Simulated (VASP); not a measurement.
The system is Si3IrRu.

```
Si Ru Ir
1.0
     3.60000    0.00000    0.00000
    -1.80000    3.11769    0.00000
     0.00000    0.00000   12.40000
Si Ru Ir
6 2 2
Cartesian
  1.8000 1.0392 5.3320
  1.8000 1.0392 0.8680
  0.0000 0.0000 3.1000
  0.0000 2.0785 7.0680
  0.0000 2.0785 11.5320
  0.0000 0.0000 9.3000
  0.0000 2.0785 4.4268
  1.8000 1.0392 10.6268
  0.0000 2.0785 1.7732
  1.8000 1.0392 7.9732
```

| Property | Result |
| --- | --- |
| Program | VASP 6.6.1 |
| Task | relaxation of cell and atoms |
| Functional | PBE |
| Potentials or basis | VASP PAW PBE potentials, release 64 (Si, Ru_pv, Ir) |
| Cutoff | 600 eV |
| k mesh | 5 × 5 × 2 |
| Occupations | gaussian, width 0.2 eV |
| Spin | no spin polarisation |

At the start: pressure 25.9 GPa; volume 13.92 Å³/atom.

Task: Where does the relaxation end?

Result: Over 11 steps the energy falls by 199.8 meV/atom and the volume is 15.24 Å³/atom (+9.5 %); space group P6_3mc (No. 186, to 0.1 Å) before and after.

Step by step:
| step | energy change (eV) | largest force (eV/Å) | pressure (GPa) | volume (Å³) |
| --- | --- | --- | --- | --- |
| 1 | 0.0000 | 3.2584 | 25.88 | 139.17 |
| 2 | 1.5468 | 0.8635 | -24.54 | 189.46 |
| 3 | -1.5844 | 1.2621 | -4.04 | 157.31 |
| 4 | -1.5903 | 1.3424 | -2.85 | 156.28 |
| 5 | -1.5903 | 1.3708 | -2.43 | 155.93 |
| 6 | -1.9046 | 0.7256 | -0.28 | 153.34 |
| 7 | -1.9607 | 0.2771 | 1.76 | 151.72 |
| 8 | -1.9613 | 0.3248 | 1.52 | 151.89 |
| 9 | -1.9872 | 0.1535 | -1.79 | 154.34 |
| 10 | -1.9913 | 0.0964 | -0.91 | 153.67 |
| 11 | -1.9982 | 0.0786 | 0.43 | 152.43 |

Final structure:
```cif
data_structure
_symmetry_space_group_name_H-M 'P 1'
_symmetry_Int_Tables_number 1
_cell_length_a 3.7380
_cell_length_b 3.7380
_cell_length_c 12.5971
_cell_angle_alpha 90.000
_cell_angle_beta 90.000
_cell_angle_gamma 120.000
_cell_volume 152.43
loop_
_atom_site_label
_atom_site_type_symbol
_atom_site_fract_x
_atom_site_fract_y
_atom_site_fract_z
_atom_site_occupancy
Si1 Si 0.66667 0.33333 0.44287 1
Si2 Si 0.66667 0.33333 0.05529 1
Si3 Si 0.00000 0.00000 0.24957 1
Si4 Si 0.33333 0.66667 0.55529 1
Si5 Si 0.33333 0.66667 0.94287 1
Si6 Si 0.00000 0.00000 0.74957 1
Ru1 Ru 0.33333 0.66667 0.36143 1
Ru2 Ru 0.66667 0.33333 0.86143 1
Ir1 Ir 0.33333 0.66667 0.14084 1
Ir2 Ir 0.66667 0.33333 0.64084 1
```

Caveat: the k points lie up to 0.39 Å⁻¹ apart in the final cell, too coarse for converged energies and pressures of a metal; the relaxation stopped at a loose force limit of 0.08 eV/Å, so its end isn't a converged minimum.
